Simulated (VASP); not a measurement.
# C (Fd-3m) in VASP: single point with PBE

Aim: the single point of C with PBE.

Program: VASP 6.6.1. These are calculated values, not measurements. Logs are shortened: lines on timing, memory, paths and dates and some standing lists are left out, and cuts for length are marked.

### 1 The cell of the first run

The structure is cubic, space group Fd-3m (No. 227). The conventional cell has a = 3.550 Å, b = 3.550 Å, c = 3.550 Å, α = 90.00°, β = 90.00°, γ = 90.00°. C (site symmetry -43m) has 4 C at 1.54 Å within 2.0 Å.

### 2 Single point, PBE

INCAR reads:

```
SYSTEM = C
PREC = Accurate
ENCUT = 520
EDIFF = 1E-6
ISMEAR = 0
SIGMA = 0.05
LREAL = .False.
LASPH = .True.
NELM = 60
ALGO = Normal
ISIF = 2
LWAVE = .False.
LCHARG = .False.
GGA = PE
NBANDS = 11
```

KPOINTS reads:

```
Automatic mesh
0
Gamma
  20 20 20
  0 0 0
```

POSCAR reads:

```
C
1.0
    0.0000000000      1.7750000000      1.7750000000
    1.7750000000      0.0000000000      1.7750000000
    1.7750000000      1.7750000000      0.0000000000
C
2
Direct
    0.7500000000      0.7500000000      0.7500000000
    0.5000000000      0.5000000000      0.5000000000
```

Potentials or basis: VASP PAW PBE potentials, release 64 (C).

The run is started by

```
$ cat potpaw_PBE.64/C/POTCAR > POTCAR
$ mpirun -np 1 vasp_std > vasp.out
```

OUTCAR:

```text
SYSTEM = C
   PREC = Accurate
   ENCUT = 520
   EDIFF = 1E-6
   ISMEAR = 0
   LREAL = .False.
   LASPH = .True.
   NELM = 60
   ISIF = 2
   GGA = PE

 ion  position               nearest neighbor table
   1  0.750  0.750  0.750-   2 1.54   2 1.54   2 1.54   2 1.54
   2  0.500  0.500  0.500-   1 1.54   1 1.54   1 1.54   1 1.54

  LATTYP: Found a face centered cubic cell.
 ALAT       =     3.5500000000

  Lattice vectors:

 A1 = (   0.0000000000,   1.7750000000,   1.7750000000)
 A2 = (   1.7750000000,   0.0000000000,   1.7750000000)
 A3 = (   1.7750000000,   1.7750000000,   0.0000000000)

Analysis of symmetry for initial positions (statically):
=====================================================================
 Subroutine PRICEL returns:
 Original cell was already a primitive cell.

 Routine SETGRP: Setting up the symmetry group for a
 face centered cubic supercell.

 Subroutine GETGRP returns: Found 48 space group operations
 (whereof 24 operations were pure point group operations)
 out of a pool of 48 trial point group operations.

The static configuration has the point symmetry T_d .
 The point group associated with its full space group is O_h .

Analysis of symmetry for dynamics (positions and initial velocities):
=====================================================================
 Subroutine PRICEL returns:
 Original cell was already a primitive cell.

 Routine SETGRP: Setting up the symmetry group for a
 face centered cubic supercell.

 Subroutine GETGRP returns: Found 48 space group operations
 (whereof 24 operations were pure point group operations)
 out of a pool of 48 trial point group operations.

The dynamic configuration has the point symmetry T_d .
 The point group associated with its full space group is O_h .

 Subroutine INISYM returns: Found 48 space group operations
 (whereof 24 operations are pure point group operations),
 and found     1 'primitive' translations

----------------------------------------------------------------------------------------

                                     Primitive cell

  volume of cell :      11.1847

  direct lattice vectors                    reciprocal lattice vectors
     0.000000000  1.775000000  1.775000000    -0.281690141  0.281690141  0.281690141
     1.775000000  0.000000000  1.775000000     0.281690141 -0.281690141  0.281690141
     1.775000000  1.775000000  0.000000000     0.281690141  0.281690141 -0.281690141

  length of vectors
     2.510229073  2.510229073  2.510229073     0.487901636  0.487901636  0.487901636

  position of ions in fractional coordinates (direct lattice)
     0.750000000  0.750000000  0.750000000
     0.500000000  0.500000000  0.500000000

  ion indices of the primitive-cell ions
   primitive index   ion index
                 1           1
                 2           2

----------------------------------------------------------------------------------------

 KPOINTS: Automatic mesh

Automatic generation of k-mesh.
 Grid dimensions read from file:
 generate k-points for:   20   20   20

 Generating k-lattice:

  Cartesian coordinates                     Fractional coordinates (reciprocal lattice)
    -0.014084507  0.014084507  0.014084507     0.050000000  0.000000000  0.000000000
     0.014084507 -0.014084507  0.014084507     0.000000000  0.050000000  0.000000000
     0.014084507  0.014084507 -0.014084507     0.000000000  0.000000000  0.050000000

  Length of vectors
     0.024395082  0.024395082  0.024395082

  Shift w.r.t. Gamma in fractional coordinates (k-lattice)
     0.000000000  0.000000000  0.000000000

 Subroutine IBZKPT returns following result:
 ===========================================

 Found    256 irreducible k-points:

 Following reciprocal coordinates:
            Coordinates               Weight
  0.000000  0.000000  0.000000      1.000000
  0.050000  0.000000  0.000000      8.000000
  0.100000  0.000000  0.000000      8.000000
  0.150000  0.000000  0.000000      8.000000
  0.200000  0.000000  0.000000      8.000000
  0.250000  0.000000  0.000000      8.000000
[... 16 lines left out ...]
 -0.400000  0.050000  0.000000     24.000000
 -0.350000  0.050000  0.000000     24.000000
 [... further k-points ...]
   k-points           NKPTS =    256   k-points in BZ     NKDIM =    256   number of bands    NBANDS=     11
   number of dos      NEDOS =    301   number of ions     NIONS =      2
   total plane-waves  NPLWV =   8000
   dimension x,y,z NGX =    20 NGY =   20 NGZ =   20
   dimension x,y,z NGXF=    40 NGYF=   40 NGZF=   40
   ions per type =               2
   NGX,Y,Z   is equivalent  to a cutoff of  13.25, 13.25, 13.25 a.u.
   NGXF,Y,Z  is equivalent  to a cutoff of  26.49, 26.49, 26.49 a.u.
 SYSTEM =  C
   PREC   = accura    normal or accurate (medium, high low for compatibility)
   ISTART =      0    job   : 0-new  1-cont  2-samecut
   ICHARG =      2    charge: 1-file 2-atom 10-const
   ISPIN  =      1    spin polarized calculation?
   LNONCOLLINEAR =      F non collinear calculations
   LSORBIT =      F    spin-orbit coupling
   LASPH  =      T    aspherical Exc in radial PAW
   ENCUT  =  520.0 eV  38.22 Ry    6.18 a.u.   4.67  4.67  4.67*2*pi/ulx,y,z
   NELM   =     60;   NELMIN=  2; NELMDL= -5     # of ELM steps
   EDIFF  = 0.1E-05   stopping-criterion for ELM
   LREAL  =      F    real-space projection
   EDIFFG = 0.1E-04   stopping-criterion for IOM
   NSW    =      0    number of steps for IOM
   IBRION =     -1    ionic relax: 0-MD 1-quasi-New 2-CG
   NFREE  =      0    steps in history (QN), initial steepest desc. (CG)
   ISIF   =      2    stress and relaxation
   ISYM   =      2    0-nonsym 1-usesym 2-fastsym
   POTIM  = 0.5000    time-step for ionic-motion
   TEBEG  =    0.0;   TEEND  =   0.0 temperature during run
   PSTRESS=    0.0 pullay stress
   NELECT =       8.0000    total number of electrons
   NUPDOWN=      -1.0000    fix difference up-down
   EMIN   =  10.00;   EMAX   =-10.00  energy-range for DOS
   EFERMI =   0.00;   METHOD = LEGACY
   ISMEAR =     0;   SIGMA  =   0.05  broadening in eV -4-tet -1-fermi 0-gaus
   EFERMI_NEDOS =   21; number of points for ismear=-14 and -15
   IALGO  =     38    algorithm
   IMIX   =      4    mixing-type and parameters
     AMIX     =   0.40;   BMIX     =  1.00
     AMIX_MAG =   1.60;   BMIX_MAG =  1.00
  volume/ion in A,a.u.               =       5.59        37.74
  Fermi-wavevector in a.u.,A,eV,Ry     =   1.464074  2.766699 29.164275  2.143514
  Thomas-Fermi vector in A             =   2.580094
   LORBIT       =      0    0 simple, 1 ext, 2 COOP (PROOUT), +10 PAW based schemes
   GGA     = PE    functional components
   LHFCALC =     F    Hartree Fock is set to
   AEXX    =    0.0000 exact exchange contribution
   IVDW    =     0    specifies the selected vdW correction
   LEPSILON=     F    determine dielectric tensor
   LRPA    =     F    only Hartree local field effects (RPA)
 non-spin polarized calculation
 Gauss-broadening in eV      SIGMA  =   0.05
  energy-cutoff  :      520.00
  volume of cell :       11.18
 maximum number of plane-waves:       313
   NGX =  9   NGY =  9   NGZ =  9

 number of electron       7.9999999 magnetization

 Free energy of the ion-electron system (eV)
  ---------------------------------------------------
  ext. energy  EPLUGINS =         0.00000000
  ---------------------------------------------------
  free energy    TOTEN  =       -18.17943118 eV

  energy without entropy =      -18.17943118  energy(sigma->0) =      -18.17943118

 E-fermi :  10.1450     XC(G=0): -13.3219

 val. band max:        9.9353146924   @ k =   0.0000   0.0000   0.0000
 cond. band min:      14.1001487194   @ k =   0.3500   0.3500   0.0000
 fundamental gap:      4.1648340269
 Fermi energy:        10.1449565424

 k-point     1 :       0.0000    0.0000    0.0000
  band No.  band energies     occupation
      1     -11.7327      2.00000
      2       9.9353      2.00000
      3       9.9353      2.00000
      4       9.9353      2.00000
      5      15.5641      0.00000
      6      15.5641      0.00000
      7      15.5641      0.00000
      8      23.5923      0.00000
      9      29.4107      0.00000
     10      36.6253      0.00000
     11      36.6253      0.00000

 k-point     2 :       0.0500    0.0000    0.0000
  band No.  band energies     occupation
      1     -11.6627      2.00000
      2       9.4451      2.00000
      3       9.8096      2.00000
      4       9.8096      2.00000
      5      15.7281      0.00000
      6      15.7281      0.00000
      7      15.8698      0.00000
      8      23.6483      0.00000
      9      29.5325      0.00000
     10      35.3871      0.00000
     11      35.3871      0.00000

 k-point     3 :       0.1000    0.0000    0.0000
  band No.  band energies     occupation
      1     -11.4531      2.00000
      2       8.2410      2.00000
      3       9.4819      2.00000
      4       9.4819      2.00000
      5      16.1599      0.00000
      6      16.1599      0.00000
      7      16.5313      0.00000
      8      23.8142      0.00000
      9      29.8583      0.00000
     10      34.0684      0.00000
     11      34.0684      0.00000

 k-point     4 :       0.1500    0.0000    0.0000
  band No.  band energies     occupation
      1     -11.1047      2.00000
      2       6.6932      2.00000
      3       9.0494      2.00000
      4       9.0494      2.00000
      5      16.7286      0.00000
      6      16.7286      0.00000
      7      17.2158      0.00000
      8      24.0809      0.00000
      9      30.2731      0.00000
     10      33.0961      0.00000
     11      33.0961      0.00000

 k-point     5 :       0.2000    0.0000    0.0000
  band No.  band energies     occupation
      1     -10.6195      2.00000
      2       5.0040      2.00000
      3       8.5936      2.00000
      4       8.5936      2.00000
      5      17.3051      0.00000
      6      17.3051      0.00000
      7      17.7841      0.00000
      8      24.4249      0.00000
      9      30.6258      0.00000
     10      32.5403      0.00000
     11      32.5403      0.00000
[... 211 lines left out ...]
 k-point    21 :       0.5000    0.0500    0.0000
  band No.  band energies     occupation
      1      -5.8985      2.00000
      2      -3.4457      2.00000
      3       6.8541      2.00000
      4       6.9655      2.00000
      5      18.3233      0.00000
      6      18.6929      0.00000
      7      19.2009      0.00000
      8      25.7574      0.00000
      9      31.7413      0.00000
     10      34.4114      0.00000
     11      35.9920      0.00000

 k-point    22 :      -0.4500    0.0500    0.0000
  band No.  band energies     occupation
      1      -6.1041      2.00000
      2      -3.2019      2.00000
      3       6.7723      2.00000
      4       7.0772      2.00000
      5      18.4327      0.00000
      6      18.5844      0.00000
      7      19.1857      0.00000
      8      25.7560      0.00000
      9      31.7006      0.00000
     10      34.5003      0.00000
     11      35.3500      0.00000

 k-point    23 :      -0.4000    0.0500    0.0000
  band No.  band energies     occupation
      1      -7.0281      2.00000
      2      -2.0123      2.00000
      3       6.7822      2.00000
      4       7.2761      2.00000
      5      18.4559      0.00000
      6      18.5327      0.00000
      7      19.1178      0.00000
      8      25.6371      0.00000
      9      31.4545      0.00000
     10      34.1356      0.00000
     11      34.7086      0.00000

 k-point    24 :      -0.3500    0.0500    0.0000
  band No.  band energies     occupation
      1      -8.0112      2.00000
      2      -0.5413      2.00000
      3       6.8860      2.00000
      4       7.5563      2.00000
      5      18.2822      0.00000
      6      18.5919      0.00000
      7      18.9897      0.00000
      8      25.4042      0.00000
      9      31.2129      0.00000
     10      32.9386      0.00000
     11      34.5313      0.00000

 [... further k-points ...]

------------------------ aborting loop because EDIFF is reached ----------------------------------------

  FORCE on cell =-STRESS in cart. coord.  units (eV):
  Direction    XX          YY          ZZ          XY          YZ          ZX
  --------------------------------------------------------------------------------------
  -------------------------------------------------------------------------------------
  Total        0.6199090      0.6199090      0.6199090      0.0000000      0.0000000     -0.0000000
  in kB       88.8000993     88.8000993     88.8000993      0.0000000      0.0000000     -0.0000000
  external PRESSURE =      88.8000993 kB  Pullay stress =       0.0000000 kB

 VOLUME and BASIS-vectors are now :
 -----------------------------------------------------------------------------
  energy-cutoff  :      520.00
  volume of cell :       11.18
      direct lattice vectors                 reciprocal lattice vectors
     0.000000000  1.775000000  1.775000000    -0.281690141  0.281690141  0.281690141
     1.775000000  0.000000000  1.775000000     0.281690141 -0.281690141  0.281690141
     1.775000000  1.775000000  0.000000000     0.281690141  0.281690141 -0.281690141

 POSITION                                       TOTAL-FORCE (eV/Angst)
 -----------------------------------------------------------------------------------
      2.66250      2.66250      2.66250         0.000000      0.000000      0.000000
      1.77500      1.77500      1.77500        -0.000000     -0.000000     -0.000000
 -----------------------------------------------------------------------------------
    total drift:                                0.000000     -0.000000      0.000000

  FREE ENERGIE OF THE ION-ELECTRON SYSTEM (eV)
  ---------------------------------------------------
  free  energy   TOTEN  =       -18.1794311842 eV

  energy  without entropy=      -18.1794311842  energy(sigma->0) =      -18.17943118
```

Wall time 12 s (1 thread of Intel Xeon 6975P-C (Granite Rapids), shared host); peak memory 0.13 GiB.

Results:

```yaml
Free_energy: -18.1794 eV
Pressure: 8.9 GPa
Band_gap_on_the_k_mesh: 4.16 eV, indirect (least direct gap 5.63 eV)
```

A k mesh can miss the band edges.
